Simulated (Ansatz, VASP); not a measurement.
## One calculation of Mg4H, two programs

```
Mg H
1.0
     6.42014    0.00000    0.00000
     0.00000    5.13791    0.00000
     0.00000    0.00000   21.66448
Mg H
8 2
Direct
  0.00000 0.75000 0.18463
  0.50000 0.75000 0.18463
  0.25000 0.25000 0.22741
  0.75000 0.25000 0.22741
  0.25000 0.75000 0.31732
  0.75000 0.75000 0.31732
  0.00000 0.25000 0.35378
  0.50000 0.25000 0.35378
  0.65802 0.08333 0.38932
  0.84198 0.08333 0.38932
```

Alike in both runs: task single point; functional PBE; k mesh 4 × 5 × 1; occupations gaussian, width 0.1 eV; no spin polarisation.

```csv
,VASP,Ansatz
version,VASP 6.6.1,Ansatz 0.2.0
potentials or method,"VASP PAW PBE potentials, release 64 (Mg, H), cutoff 520 eV","scalar-relativistic, plane waves, PAW"
valence electrons in the cell,18,82
```

VASP gave:

```
gap on the k mesh at the Fermi level (eV) : none
rms of the force components (eV/Å)        : 1.161
```

Estimate Ansatz's values.

gap on the k mesh at the Fermi level (eV): none; rms of the force components (eV/Å): 1.147.

Atom by atom the forces differ by 0.015 eV/Å (rms over components). A gap of «none» marks a metal or a gap that the smearing closes. VASP's potentials hold 18 valence electrons a cell and Ansatz's 82, so a difference there can come from the potentials and not from the codes.
